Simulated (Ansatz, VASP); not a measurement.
## NaH: VASP beside Ansatz

Contents of INCAR:

```
SYSTEM = NaH
PREC = Accurate ; ENCUT = 520
EDIFF = 1E-7 ; ISMEAR = -1
SIGMA = 0.02 ; LREAL = .FALSE.
LASPH = .TRUE. ; NELM = 80
ALGO = Normal ; ISIF = 2
LWAVE = .FALSE. ; LCHARG = .FALSE.
GGA = PE ; NBANDS = 16
```

File KPOINTS:

```
regular mesh
0
G
  12 12 6
  0 0 0
```

File POSCAR:

```
NaH
1.0
    3.9532815515      0.0000000000      0.0000000000
   -1.9766407757      3.4236422520      0.0000000000
    0.0000000000      0.0000000000      4.8282923105
Na H
2 2
Direct
    0.3333333333      0.6666666667     -0.0624996804
    0.6666666667      0.3333333333      0.4375003196
    0.3333333333      0.6666666667      0.4374996804
    0.6666666667      0.3333333333      0.9374996804
```

Input for Ansatz:

```yaml
crystal:
  lattice:
    - [3.9532815515, 0.0, 0.0]
    - [-1.9766407757, 3.423642252, 0.0]
    - [0.0, 0.0, 4.8282923105]
  atoms:
    - { symbol: Na, position: [0.3333333333, 0.6666666667, -0.0624996804] }
    - { symbol: Na, position: [0.6666666667, 0.3333333333, 0.4375003196] }
    - { symbol: H, position: [0.3333333333, 0.6666666667, 0.4374996804] }
    - { symbol: H, position: [0.6666666667, 0.3333333333, 0.9374996804] }
kpoints:
  mp_grid: { grid: [12, 12, 6] }
  band_path:
    path:
      - [[0.0, 0.0, 0.0], [0.5, -6.16844872158e-17, 2.743045961311e-19], [0.3333333333333, 0.3333333333333, 2.476170385066e-19], [0.0, 0.0, 0.0], [-8.791471607111e-36, -2.811523008621e-36, 0.5], [0.5, -6.169787340418e-17, 0.5], [0.3333333333333, 0.3333333333333, 0.5], [-8.791471607111e-36, -2.811523008621e-36, 0.5]]
      - [[0.5, -6.169787340418e-17, 0.5], [0.5, -6.16844872158e-17, 2.743045961311e-19]]
      - [[0.3333333333333, 0.3333333333333, 0.5], [0.3333333333333, 0.3333333333333, 2.476170385066e-19]]
    npoints: 10
hamiltonian:
  xc: pbe
scf:
  occupations: { method: fermi_dirac, width: 0.02 }
  n_extra_bands: 5
output:
  forces: true
  stress: true
  eigenvalues: true
  write_density: true
  write_potential: true
  elf: true
  volumetric_format: npy
```

Alike in both runs: task single point; functional PBE; k mesh 12 × 12 × 6; occupations fermi-dirac, width 0.02 eV; no spin polarisation.

|  | VASP | Ansatz |
| --- | --- | --- |
| version | VASP 6.6.1 | Ansatz 0.2.0 |
| potentials or method | VASP PAW PBE potentials, release 64 (Na_pv, H) | plane waves, PAW |
| plane-wave cutoff (eV) | 520 | 420 |
| valence electrons in the cell | 16 | 20 |

|  | VASP | Ansatz | Ansatz less VASP |
| --- | --- | --- | --- |
| gap on the k mesh at the Fermi level (eV) | 3.33 | 3.33 | -0.002 |
| pressure (GPa) | 0.3 | 0.4 | +0.03 |
| traceless stress, the component that is largest in VASP (GPa) | 0.07 | 0.08 | +0.002 |

VASP's potentials hold 16 valence electrons a cell and Ansatz's 20, so a difference there can come from the potentials and not from the codes. Ansatz's warnings: structure snapped to symmetry.
